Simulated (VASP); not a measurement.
# Bi2S3 (Bismuthinite) (Pnma) in VASP: single point with PBE

Aim: the single point of Bi2S3 (Bismuthinite) with PBE.

All numbers are computed with VASP 6.6.1; they aren't measurements. Logs are shortened: lines on timing, memory, paths and dates and some standing lists are left out, and cuts for length are marked.

## Step 1: The cell of the first run

The structure is orthorhombic, space group Pnma (No. 62). Conventional cell: a = 11.230 Å, b = 3.954 Å, c = 11.080 Å, α = 90.00°, β = 90.00°, γ = 90.00°. Within 3.6 Å of Bi (site symmetry m) lie 7 S at 2.70 to 3.28 Å. Within 3.5 Å of Bi (site symmetry m) lie 7 S at 2.64 to 3.25 Å. Within 3.6 Å of S (site symmetry m) lie 4 Bi at 2.74 to 3.28 Å and 3 S at 3.30 to 3.56 Å. S (site symmetry m) has 5 Bi at 2.64 to 3.00 Å within 3.5 Å. S (site symmetry m) has 5 Bi at 2.70 to 3.25 Å and 3 S at 3.30 to 3.56 Å within 3.6 Å.

## Step 2: Single point, PBE (volume scaled by 0.97, then relaxed in part)

INCAR

```
PREC = Accurate
ENCUT = 520
EDIFF = 1E-7
ISMEAR = -1
SIGMA = 0.02
LREAL = Auto
LASPH = T
NELM = 60
ALGO = Normal
ISIF = 2
LWAVE = F
LCHARG = F
GGA = PE
NBANDS = 112
```

KPOINTS

```
regular mesh
0
Gamma
  3 7 3
```

POSCAR

```
Bi2S3
1.0
   11.2303962050      0.0000000000      0.0000000000
    0.0000000000      3.9536538072      0.0000000000
    0.0000000000      0.0000000000     11.0799316635
Bi S
8 12
Direct
    0.4906910205      0.2500000000      0.3247169816
    0.0093089795      0.7500000000      0.8247169816
    0.9906910205      0.2500000000      0.1752830184
    0.5093089795      0.7500000000      0.6752830184
    0.3352810303      0.7500000000      0.0316131457
    0.1647189697      0.2500000000      0.5316131457
    0.8352810303      0.7500000000      0.4683868543
    0.6647189697      0.2500000000      0.9683868543
    0.2822923036      0.2500000000      0.1945787013
    0.2177076964      0.7500000000      0.6945787013
    0.7822923036      0.2500000000      0.3054212987
    0.7177076964      0.7500000000      0.8054212987
    0.5496696899      0.7500000000      0.1296429056
    0.9503303101      0.2500000000      0.6296429056
    0.0496696899      0.7500000000      0.3703570944
    0.4503303101      0.2500000000      0.8703570944
    0.3770572805      0.7500000000      0.4441343374
    0.1229427195      0.2500000000      0.9441343374
    0.8770572805      0.7500000000      0.0558656626
    0.6229427195      0.2500000000      0.5558656626
```

Potentials or basis: VASP PAW PBE potentials, release 64 (Bi_d, S).

On the command line:

```sh
> cat potpaw_PBE.64/Bi_d/POTCAR potpaw_PBE.64/S/POTCAR > POTCAR
> mpirun -np 1 vasp_std > vasp.out
```

OUTCAR:

```text
PREC = Accurate
   ENCUT = 520
   EDIFF = 1E-7
   ISMEAR = -1
   LREAL = Auto
   LASPH = T
   NELM = 60
   ISIF = 2
   GGA = PE

 ion  position               nearest neighbor table
   1  0.491  0.250  0.325-  17 2.70  17 2.70   9 2.75  20 2.96  13 3.00  13 3.00  11 3.28
   2  0.009  0.750  0.825-  18 2.70  18 2.70  10 2.75  19 2.96  14 3.00  14 3.00  12 3.28
   3  0.991  0.250  0.175-  19 2.70  19 2.70  11 2.75  18 2.96  15 3.00  15 3.00   9 3.28
   4  0.509  0.750  0.675-  20 2.70  20 2.70  12 2.75  17 2.96  16 3.00  16 3.00  10 3.28
   5  0.335  0.750  0.032-  13 2.64   9 2.74   9 2.74  16 2.96  16 2.96  18 3.25  18 3.25
   6  0.165  0.250  0.532-  14 2.64  10 2.74  10 2.74  15 2.96  15 2.96  17 3.25  17 3.25
   7  0.835  0.750  0.468-  15 2.64  11 2.74  11 2.74  14 2.96  14 2.96  20 3.25  20 3.25
   8  0.665  0.250  0.968-  16 2.64  12 2.74  12 2.74  13 2.96  13 2.96  19 3.25  19 3.25
   9  0.282  0.250  0.195-   5 2.74   5 2.74   1 2.75   3 3.28
  10  0.218  0.750  0.695-   6 2.74   6 2.74   2 2.75   4 3.28
  11  0.782  0.250  0.305-   7 2.74   7 2.74   3 2.75   1 3.28
  12  0.718  0.750  0.805-   8 2.74   8 2.74   4 2.75   2 3.28
  13  0.550  0.750  0.130-   5 2.64   8 2.96   8 2.96   1 3.00   1 3.00
  14  0.950  0.250  0.630-   6 2.64   7 2.96   7 2.96   2 3.00   2 3.00
  15  0.050  0.750  0.370-   7 2.64   6 2.96   6 2.96   3 3.00   3 3.00
  16  0.450  0.250  0.870-   8 2.64   5 2.96   5 2.96   4 3.00   4 3.00
  17  0.377  0.750  0.444-   1 2.70   1 2.70   4 2.96   6 3.25   6 3.25
  18  0.123  0.250  0.944-   2 2.70   2 2.70   3 2.96   5 3.25   5 3.25
  19  0.877  0.750  0.056-   3 2.70   3 2.70   2 2.96   8 3.25   8 3.25
  20  0.623  0.250  0.556-   4 2.70   4 2.70   1 2.96   7 3.25   7 3.25

  LATTYP: Found a simple orthorhombic cell.
 ALAT       =     3.9536538072
 B/A-ratio  =     2.8024536805
 C/A-ratio  =     2.8405107662

  Lattice vectors:

 A1 = (   0.0000000000,   3.9536538072,   0.0000000000)
 A2 = (   0.0000000000,   0.0000000000,  11.0799316635)
 A3 = (  11.2303962050,   0.0000000000,   0.0000000000)

Analysis of symmetry for initial positions (statically):
=====================================================================
 Subroutine PRICEL returns:
 Original cell was already a primitive cell.

 Routine SETGRP: Setting up the symmetry group for a
 simple orthorhombic supercell.

 Subroutine GETGRP returns: Found  8 space group operations
 (whereof  2 operations were pure point group operations)
 out of a pool of  8 trial point group operations.

The static configuration has the point symmetry S_2 .
 The point group associated with its full space group is D_2h.

Analysis of symmetry for dynamics (positions and initial velocities):
=====================================================================
 Subroutine PRICEL returns:
 Original cell was already a primitive cell.

 Routine SETGRP: Setting up the symmetry group for a
 simple orthorhombic supercell.

 Subroutine GETGRP returns: Found  8 space group operations
 (whereof  2 operations were pure point group operations)
 out of a pool of  8 trial point group operations.

The dynamic configuration has the point symmetry S_2 .
 The point group associated with its full space group is D_2h.

 Subroutine INISYM returns: Found  8 space group operations
 (whereof  2 operations are pure point group operations),
 and found     1 'primitive' translations

----------------------------------------------------------------------------------------

                                     Primitive cell

  volume of cell :     491.9611

  direct lattice vectors                    reciprocal lattice vectors
    11.230396205  0.000000000  0.000000000     0.089044053  0.000000000  0.000000000
     0.000000000  3.953653807  0.000000000     0.000000000  0.252930593  0.000000000
     0.000000000  0.000000000 11.079931664     0.000000000  0.000000000  0.090253264

  length of vectors
    11.230396205  3.953653807 11.079931664     0.089044053  0.252930593  0.090253264

  position of ions in fractional coordinates (direct lattice)
     0.490691021  0.250000000  0.324716982
     0.009308979  0.750000000  0.824716982
     0.990691021  0.250000000  0.175283018
     0.509308979  0.750000000  0.675283018
     0.335281030  0.750000000  0.031613146
     0.164718970  0.250000000  0.531613146
[... 12 lines left out ...]
     0.877057280  0.750000000  0.055865663
     0.622942720  0.250000000  0.555865663

  ion indices of the primitive-cell ions
   primitive index   ion index
                 1           1
                 2           2
                 3           3
                 4           4
                 5           5
                 6           6
[... 12 lines left out ...]
                19          19
                20          20

----------------------------------------------------------------------------------------

 KPOINTS: regular mesh

Automatic generation of k-mesh.
 Grid dimensions read from file:
 generate k-points for:    3    7    3

 Generating k-lattice:

  Cartesian coordinates                     Fractional coordinates (reciprocal lattice)
     0.029681351  0.000000000  0.000000000     0.333333333  0.000000000  0.000000000
     0.000000000  0.036132942  0.000000000     0.000000000  0.142857143  0.000000000
     0.000000000  0.000000000  0.030084421     0.000000000  0.000000000  0.333333333

  Length of vectors
     0.029681351  0.036132942  0.030084421

  Shift w.r.t. Gamma in fractional coordinates (k-lattice)
     0.000000000  0.000000000  0.000000000

 Subroutine IBZKPT returns following result:
 ===========================================

 Found     16 irreducible k-points:

 Following reciprocal coordinates:
            Coordinates               Weight
  0.000000  0.000000  0.000000      1.000000
  0.333333  0.000000  0.000000      2.000000
  0.000000  0.142857  0.000000      2.000000
  0.333333  0.142857  0.000000      4.000000
  0.000000  0.285714  0.000000      2.000000
  0.333333  0.285714  0.000000      4.000000
[... 8 lines left out ...]
  0.000000  0.428571  0.333333      4.000000
  0.333333  0.428571  0.333333      8.000000
   k-points           NKPTS =     16   k-points in BZ     NKDIM =     16   number of bands    NBANDS=    112
   number of dos      NEDOS =    301   number of ions     NIONS =     20
   total plane-waves  NPLWV = 211680
   dimension x,y,z NGX =    84 NGY =   30 NGZ =   84
   dimension x,y,z NGXF=   168 NGYF=   60 NGZF=  168
   ions per type =               8  12
   NGX,Y,Z   is equivalent  to a cutoff of  12.43, 12.61, 12.60 a.u.
   NGXF,Y,Z  is equivalent  to a cutoff of  24.87, 25.23, 25.21 a.u.
 SYSTEM =  unknown system
   PREC   = accura    normal or accurate (medium, high low for compatibility)
   ISTART =      0    job   : 0-new  1-cont  2-samecut
   ICHARG =      2    charge: 1-file 2-atom 10-const
   ISPIN  =      1    spin polarized calculation?
   LNONCOLLINEAR =      F non collinear calculations
   LSORBIT =      F    spin-orbit coupling
   LASPH  =      T    aspherical Exc in radial PAW
   ENCUT  =  520.0 eV  38.22 Ry    6.18 a.u.  20.88  7.35 20.60*2*pi/ulx,y,z
   NELM   =     60;   NELMIN=  2; NELMDL= -5     # of ELM steps
   EDIFF  = 0.1E-06   stopping-criterion for ELM
   LREAL  =      T    real-space projection
   EDIFFG = 0.1E-05   stopping-criterion for IOM
   NSW    =      0    number of steps for IOM
   IBRION =     -1    ionic relax: 0-MD 1-quasi-New 2-CG
   NFREE  =      0    steps in history (QN), initial steepest desc. (CG)
   ISIF   =      2    stress and relaxation
   ISYM   =      2    0-nonsym 1-usesym 2-fastsym
   POTIM  = 0.5000    time-step for ionic-motion
   TEBEG  =    0.0;   TEEND  =   0.0 temperature during run
   PSTRESS=    0.0 pullay stress
   NELECT =     192.0000    total number of electrons
   NUPDOWN=      -1.0000    fix difference up-down
   EMIN   =  10.00;   EMAX   =-10.00  energy-range for DOS
   EFERMI =   0.00;   METHOD = LEGACY
   ISMEAR =    -1;   SIGMA  =   0.02  broadening in eV -4-tet -1-fermi 0-gaus
   EFERMI_NEDOS =   21; number of points for ismear=-14 and -15
   IALGO  =     38    algorithm
   IMIX   =      4    mixing-type and parameters
     AMIX     =   0.40;   BMIX     =  1.00
     AMIX_MAG =   1.60;   BMIX_MAG =  1.00
  volume/ion in A,a.u.               =      24.60       166.00
  Fermi-wavevector in a.u.,A,eV,Ry     =   1.196369  2.260809 19.473986  1.431298
  Thomas-Fermi vector in A             =   2.332311
   LORBIT       =      0    0 simple, 1 ext, 2 COOP (PROOUT), +10 PAW based schemes
   GGA     = PE    functional components
   LHFCALC =     F    Hartree Fock is set to
   AEXX    =    0.0000 exact exchange contribution
   IVDW    =     0    specifies the selected vdW correction
   LEPSILON=     F    determine dielectric tensor
   LRPA    =     F    only Hartree local field effects (RPA)
 non-spin polarized calculation
  energy-cutoff  :      520.00
  volume of cell :      491.96
 maximum number of plane-waves:     13282
 NGX is ok and might be reduce to    84
   NGX = 41   NGY = 15   NGZ = 41

 number of electron     191.9999978 magnetization

 Free energy of the ion-electron system (eV)
  ---------------------------------------------------
  ext. energy  EPLUGINS =         0.00000000
  ---------------------------------------------------
  free energy    TOTEN  =       -87.39867221 eV

  energy without entropy =      -87.39867221  energy(sigma->0) =      -87.39867221

 E-fermi :   5.9444     XC(G=0):  -9.8243

 val. band max:        5.5073175923   @ k =   0.3333   0.0000   0.0000
 cond. band min:       6.7887968778   @ k =   0.0000   0.0000   0.0000
 fundamental gap:      1.2814792856
 Fermi energy:         5.9443636743

 k-point     1 :       0.0000    0.0000    0.0000
  band No.  band energies     occupation
      1     -17.0957      2.00000
      2     -17.0940      2.00000
      3     -17.0906      2.00000
      4     -17.0903      2.00000
      5     -17.0843      2.00000
      6     -17.0822      2.00000
[... 100 lines left out ...]
    107       8.6301      0.00000
    108       8.8279      0.00000

 k-point     2 :       0.3333    0.0000    0.0000
  band No.  band energies     occupation
      1     -17.0953      2.00000
      2     -17.0944      2.00000
      3     -17.0906      2.00000
      4     -17.0904      2.00000
      5     -17.0838      2.00000
      6     -17.0829      2.00000
[... 1546 lines left out ...]
 k-point    16 :       0.3333    0.4286    0.3333
  band No.  band energies     occupation
      1     -17.0950      2.00000
      2     -17.0948      2.00000
      3     -17.0936      2.00000
      4     -17.0936      2.00000
      5     -17.0797      2.00000
      6     -17.0794      2.00000
[... 100 lines left out ...]
    107       9.1098      0.00000
    108       9.2423      0.00000
 [bands above 108 left out]

------------------------ aborting loop because EDIFF is reached ----------------------------------------

  FORCE on cell =-STRESS in cart. coord.  units (eV):
  Direction    XX          YY          ZZ          XY          YZ          ZX
  --------------------------------------------------------------------------------------
  -------------------------------------------------------------------------------------
  Total        6.3987778      7.9615236      5.5971395      0.0000000      0.0000000      0.0000000
  in kB       20.8389971     25.9284150     18.2282895      0.0000000      0.0000000      0.0000000
  external PRESSURE =      21.6652339 kB  Pullay stress =       0.0000000 kB

 VOLUME and BASIS-vectors are now :
 -----------------------------------------------------------------------------
  energy-cutoff  :      520.00
  volume of cell :      491.96
      direct lattice vectors                 reciprocal lattice vectors
    11.230396205  0.000000000  0.000000000     0.089044053  0.000000000  0.000000000
     0.000000000  3.953653807  0.000000000     0.000000000  0.252930593  0.000000000
     0.000000000  0.000000000 11.079931664     0.000000000  0.000000000  0.090253264

 POSITION                                       TOTAL-FORCE (eV/Angst)
 -----------------------------------------------------------------------------------
      5.51065      0.98841      3.59784        -0.011081      0.000000      0.001650
      0.10454      2.96524      9.13781         0.011081      0.000000      0.001650
     11.12585      0.98841      1.94212        -0.011081     -0.000000     -0.001650
      5.71974      2.96524      7.48209         0.011081     -0.000000     -0.001650
      3.76534      2.96524      0.35027         0.007366      0.000000     -0.006942
      1.84986      0.98841      5.89024        -0.007366     -0.000000     -0.006942
[... 12 lines left out ...]
      9.84970      2.96524      0.61899        -0.005350     -0.000000      0.000882
      6.99589      0.98841      6.15895         0.005350     -0.000000      0.000882
 -----------------------------------------------------------------------------------
    total drift:                                0.000000     -0.000000      0.000000

  FREE ENERGIE OF THE ION-ELECTRON SYSTEM (eV)
  ---------------------------------------------------
  free  energy   TOTEN  =       -87.3986722078 eV

  energy  without entropy=      -87.3986722078  energy(sigma->0) =      -87.39867221
```

It took 14 min on 1 thread of Intel Xeon 6975P-C (Granite Rapids), shared host; peak memory 0.79 GiB.

Results:

```
Free energy            : -87.3987 eV
Pressure               : 2.2 GPa
Largest force          : 0.011 eV/Å
Band gap on the k mesh : 1.28 eV, indirect (least direct gap 1.42 eV)
```

Forces on the atoms (eV/Å):
```
Bi  -0.011  0.000  0.002
Bi   0.011  0.000  0.002
Bi  -0.011  0.000 -0.002
Bi   0.011  0.000 -0.002
Bi   0.007  0.000 -0.007
Bi  -0.007  0.000 -0.007
Bi   0.007  0.000  0.007
Bi  -0.007  0.000  0.007
S    0.000  0.000  0.003
S    0.000  0.000  0.003
S    0.000  0.000 -0.003
S    0.000  0.000 -0.003
S   -0.003  0.000  0.002
S    0.003  0.000  0.002
S   -0.003  0.000 -0.002
S    0.003  0.000 -0.002
S   -0.005  0.000 -0.001
S    0.005  0.000 -0.001
S   -0.005  0.000  0.001
S    0.005  0.000  0.001
```

Caveat: spin-orbit coupling is left out, which moves the levels of the heavy elements.
